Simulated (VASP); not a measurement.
# Si (a cell with a defect) in VASP: further runs

Si (a cell with a defect) is run at these levels: PBE+D3(BJ); tasks: single point.

Everything below comes from runs of VASP 6.6.1. Logs are shortened: lines on timing, memory, paths and dates and some standing lists are left out, and cuts for length are marked.

## (1) The cell of the first run

The cell holds a defect, 17 atoms: a = 7.679 Å, b = 7.679 Å, c = 7.679 Å, α = 60.00°, β = 60.00°, γ = 60.00°.

## (2) Single point, PBE+D3(BJ)

INCAR

```
PREC = Accurate
ENCUT = 520
EDIFF = 1E-6
ISMEAR = 0
SIGMA = 0.02
LREAL = Auto
LASPH = True
NELM = 60
ALGO = Normal
ISIF = 2
LWAVE = False
LCHARG = False
GGA = PE
IVDW = 12
NBANDS = 48
```

KPOINTS

```
Automatic mesh
0
Gamma
  2 2 2
```

POSCAR

```
Si
1.0
    0.0000000000      5.4300000000      5.4300000000
    5.4300000000      0.0000000000      5.4300000000
    5.4300000000      5.4300000000      0.0000000000
Si
17
Direct
    0.0007362937      0.0003262550      0.0000304038
    0.1250682908      0.1249983821      0.1248843940
    0.0003721431      0.0000495352      0.4987920354
    0.1221923824      0.1216470484      0.6277586335
    0.0004223553      0.4988989996     -0.0001602034
    0.1221786288      0.6280470305      0.1213083296
   -0.0063344220      0.5019152023      0.5016530169
    0.1218479778      0.6278574870      0.6276669689
    0.4989568561      0.0001694470     -0.0000965472
    0.6284843659      0.1215866781      0.1212658085
    0.5024191530     -0.0071116243      0.5017386527
    0.6280751606      0.1214614915      0.6276636542
    0.5024289639      0.5020028486     -0.0074286813
    0.6280987319      0.6278839587      0.1211683626
    0.5018803276      0.5015313226      0.5012677507
    0.6250499408      0.6242899421      0.6239912245
    0.3750934502      0.3742474957      0.3738726966
```

Potentials or basis: VASP PAW PBE potentials, release 64 (Si).

Launch:

```
$ cat potpaw_PBE.64/Si/POTCAR > POTCAR
$ mpirun -np 1 vasp_std > vasp.out
```

OUTCAR:

```text
PREC = Accurate
   ENCUT = 520
   EDIFF = 1E-6
   ISMEAR = 0
   LREAL = Auto
   LASPH = True
   NELM = 60
   ISIF = 2
   GGA = PE
   IVDW = 12
 IVDW          = 12

 ion  position               nearest neighbor table
   1  0.001  0.000  0.000-  10 2.33   4 2.33   6 2.33   2 2.34
   2  0.125  0.125  0.125-   1 2.34   9 2.34   5 2.34   3 2.34
   3  0.000  0.000  0.499-   8 2.33  12 2.33   4 2.34   2 2.34
   4  0.122  0.122  0.628-   1 2.33   3 2.34  11 2.38   7 2.38  17 2.74
   5  0.000  0.499  1.000-   8 2.33  14 2.33   6 2.34   2 2.34
   6  0.122  0.628  0.121-   1 2.33   5 2.34  13 2.38   7 2.38  17 2.74
   7  0.994  0.502  0.502-  16 2.31   8 2.38   4 2.38   6 2.38  17 2.39
   8  0.122  0.628  0.628-   5 2.33   3 2.33  15 2.38   7 2.38  17 2.76
   9  0.499  0.000  1.000-  12 2.33  14 2.33  10 2.33   2 2.34
  10  0.628  0.122  0.121-   1 2.33   9 2.33  13 2.39  11 2.39  17 2.74
  11  0.502  0.993  0.502-  16 2.31  12 2.38   4 2.38  10 2.39  17 2.39
  12  0.628  0.121  0.628-   9 2.33   3 2.33  15 2.38  11 2.38  17 2.75
  13  0.502  0.502  0.993-  16 2.31  14 2.38   6 2.38  10 2.39  17 2.39
  14  0.628  0.628  0.121-   9 2.33   5 2.33  15 2.38  13 2.38  17 2.75
  15  0.502  0.502  0.501-  16 2.31   8 2.38  12 2.38  14 2.38  17 2.39
  16  0.625  0.624  0.624-  13 2.31  11 2.31   7 2.31  15 2.31
  17  0.375  0.374  0.374-  13 2.39  11 2.39   7 2.39  15 2.39  10 2.74   6 2.74   4 2.74  14 2.75
                            12 2.75   8 2.76

  LATTYP: Found a face centered cubic cell.
 ALAT       =    10.8600000000

  Lattice vectors:

 A1 = (   0.0000000000,   5.4300000000,   5.4300000000)
 A2 = (   5.4300000000,   0.0000000000,   5.4300000000)
 A3 = (   5.4300000000,   5.4300000000,   0.0000000000)

Analysis of symmetry for initial positions (statically):
=====================================================================
 Subroutine PRICEL returns:
 Original cell was already a primitive cell.

 Routine SETGRP: Setting up the symmetry group for a
 face centered cubic supercell.

 Subroutine GETGRP returns: Found  1 space group operations
 (whereof  1 operations were pure point group operations)
 out of a pool of 48 trial point group operations.

The static configuration has the point symmetry C_1 .

Analysis of symmetry for dynamics (positions and initial velocities):
=====================================================================
 Subroutine PRICEL returns:
 Original cell was already a primitive cell.

 Routine SETGRP: Setting up the symmetry group for a
 face centered cubic supercell.

 Subroutine GETGRP returns: Found  1 space group operations
 (whereof  1 operations were pure point group operations)
[... 124 lines left out ...]
   TEBEG  =    0.0;   TEEND  =   0.0 temperature during run
   PSTRESS=    0.0 pullay stress
   NELECT =      68.0000    total number of electrons
   NUPDOWN=      -1.0000    fix difference up-down
   EMIN   =  10.00;   EMAX   =-10.00  energy-range for DOS
   EFERMI =   0.00;   METHOD = LEGACY
   ISMEAR =     0;   SIGMA  =   0.02  broadening in eV -4-tet -1-fermi 0-gaus
   EFERMI_NEDOS =   21; number of points for ismear=-14 and -15
   IALGO  =     38    algorithm
   IMIX   =      4    mixing-type and parameters
     AMIX     =   0.40;   BMIX     =  1.00
     AMIX_MAG =   1.60;   BMIX_MAG =  1.00
  volume/ion in A,a.u.               =      18.84       127.11
  Fermi-wavevector in a.u.,A,eV,Ry     =   0.976715  1.845724 12.979587  0.953973
  Thomas-Fermi vector in A             =   2.107356
   LORBIT       =      0    0 simple, 1 ext, 2 COOP (PROOUT), +10 PAW based schemes
   GGA     = PE    functional components
   LHFCALC =     F    Hartree Fock is set to
   AEXX    =    0.0000 exact exchange contribution
   IVDW    =    12    specifies the selected vdW correction
   LEPSILON=     F    determine dielectric tensor
   LRPA    =     F    only Hartree local field effects (RPA)
 non-spin polarized calculation
 Gauss-broadening in eV      SIGMA  =   0.02
  energy-cutoff  :      520.00
  volume of cell :      320.21
 maximum number of plane-waves:      8646
 NGX is ok and might be reduce to    60
   NGX = 29   NGY = 29   NGZ = 29

 number of electron      68.0000001 magnetization

 Free energy of the ion-electron system (eV)
  ---------------------------------------------------
  ext. energy  EPLUGINS =         0.00000000
  ---------------------------------------------------
  free energy    TOTEN  =       -87.98995206 eV

  energy without entropy =      -87.98609553  energy(sigma->0) =      -87.98802380

 E-fermi :   6.9194     XC(G=0):  -9.6743

 val. band max:        6.6776531922   @ k =   0.0000   0.0000   0.0000
 cond. band min:       6.9253819642   @ k =   0.0000   0.5000   0.5000
 fundamental gap:      0.2477287719
 Fermi energy:         6.9193667389

 k-point     1 :       0.0000    0.0000    0.0000
  band No.  band energies     occupation
      1      -6.3180      2.00000
      2      -3.7717      2.00000
      3      -3.6295      2.00000
      4      -3.6276      2.00000
      5      -3.6270      2.00000
      6      -2.8064      2.00000
[... 381 lines left out ...]
     45      10.1223      0.00000
     46      10.1260      0.00000
 [bands above 46 left out]

------------------------ aborting loop because EDIFF is reached ----------------------------------------

 Edisp (eV)   -5.64336

 E8    (eV) :    -2.3345

  FORCE on cell =-STRESS in cart. coord.  units (eV):
  Direction    XX          YY          ZZ          XY          YZ          ZX
  --------------------------------------------------------------------------------------
  -------------------------------------------------------------------------------------
  Total       4.78444     4.78500     4.78713    -0.00712    -0.00422    -0.00666
  in kB      23.93934    23.94213    23.95281    -0.03561    -0.02110    -0.03331
  external pressure =       23.94 kB  Pullay stress =        0.00 kB

 VOLUME and BASIS-vectors are now :
 -----------------------------------------------------------------------------
  energy-cutoff  :      520.00
  volume of cell :      320.21
      direct lattice vectors                 reciprocal lattice vectors
     0.000000000  5.430000000  5.430000000    -0.092081031  0.092081031  0.092081031
     5.430000000  0.000000000  5.430000000     0.092081031 -0.092081031  0.092081031
     5.430000000  5.430000000  0.000000000     0.092081031  0.092081031 -0.092081031

 POSITION                                       TOTAL-FORCE (eV/Angst)
 -----------------------------------------------------------------------------------
      0.00194      0.00416      0.00577         0.011506      0.012359      0.012054
      1.35686      1.35724      1.35786        -0.002891     -0.001208     -0.000549
      2.70871      2.71046      0.00229        -0.010225     -0.015915      0.021168
      4.06927      4.07223      1.32405        -0.002955     -0.005871      0.013380
      8.13815      5.43142      2.71131        -0.007934      0.020179     -0.016663
      4.06900      1.32213      4.07373        -0.000527      0.015928     -0.007184
[... 9 lines left out ...]
      6.77817      6.78229      6.78392        -0.000172      0.000121      0.002261
      4.06229      4.06689      4.06892         0.004547      0.001821      0.000150
 -----------------------------------------------------------------------------------
    total drift:                                0.010334      0.003721      0.002244

  FREE ENERGIE OF THE ION-ELECTRON SYSTEM (eV)
  ---------------------------------------------------
  free  energy   TOTEN  =       -93.6333080517 eV

  energy  without entropy=      -93.6294515215  energy(sigma->0) =      -93.63137979
```

OSZICAR:

```text
N       E                     dE             d eps       ncg     rms          rms(c)
DAV:   1     0.164447669514E+03    0.16445E+03   -0.26104E+04   768   0.117E+03
DAV:   2    -0.750707327146E+02   -0.23952E+03   -0.22757E+03   944   0.171E+02
DAV:   3    -0.893023191760E+02   -0.14232E+02   -0.13757E+02   992   0.370E+01
DAV:   4    -0.895954634362E+02   -0.29314E+00   -0.29221E+00   952   0.660E+00
DAV:   5    -0.896026002859E+02   -0.71368E-02   -0.71334E-02   960   0.988E-01    0.146E+01
DAV:   6    -0.884486857306E+02    0.11539E+01   -0.85871E-01   896   0.277E+00    0.889E+00
DAV:   7    -0.879800522293E+02    0.46863E+00   -0.12341E+00   888   0.326E+00    0.812E-01
DAV:   8    -0.879874163093E+02   -0.73641E-02   -0.59045E-02   896   0.873E-01    0.416E-01
DAV:   9    -0.879889389229E+02   -0.15226E-02   -0.57032E-03   904   0.255E-01    0.185E-01
DAV:  10    -0.879897591624E+02   -0.82024E-03   -0.90677E-04   896   0.106E-01    0.814E-02
DAV:  11    -0.879899416252E+02   -0.18246E-03   -0.21473E-04   888   0.540E-02    0.145E-02
DAV:  12    -0.879899498619E+02   -0.82367E-05   -0.11066E-05   952   0.122E-02    0.756E-03
DAV:  13    -0.879899521896E+02   -0.23277E-05   -0.32206E-06   784   0.641E-03    0.179E-03
DAV:  14    -0.879899520618E+02    0.12782E-06   -0.17545E-07   576   0.169E-03
   1 F= -.93633308E+02 E0= -.93631380E+02  d E =-.385653E-02
```

It took 6.2 min on 1 thread of Intel Xeon 8259CL, shared host; peak memory 0.47 GiB.

Results:

* Free energy: -93.6333 eV
* Pressure: 2.4 GPa
* Largest force: 0.030 eV/Å
* Band gap on the k mesh: zero (bands 34 and 35 overlap by 0.25 eV)
* Dispersion energy per atom: -0.332 eV

Forces in eV/Å, atoms in the order of the input:
```
Si   0.012  0.012  0.012
Si  -0.003 -0.001 -0.001
Si  -0.010 -0.016  0.021
Si  -0.003 -0.006  0.013
Si  -0.008  0.020 -0.017
Si  -0.001  0.016 -0.007
Si   0.000 -0.002  0.001
Si  -0.030 -0.002 -0.001
Si   0.016 -0.012 -0.015
Si   0.025 -0.001 -0.004
Si  -0.005 -0.004  0.005
Si  -0.002 -0.021  0.002
Si  -0.004  0.003 -0.003
Si  -0.001  0.003 -0.018
Si   0.009  0.008  0.009
Si   0.000  0.000  0.002
Si   0.005  0.002  0.000
```

Caveat: the k points lie up to 0.50 Å⁻¹ apart.

[end of part 1 of 3]

The gap in the log of VASP goes by the Fermi energy; the results here count the filled bands.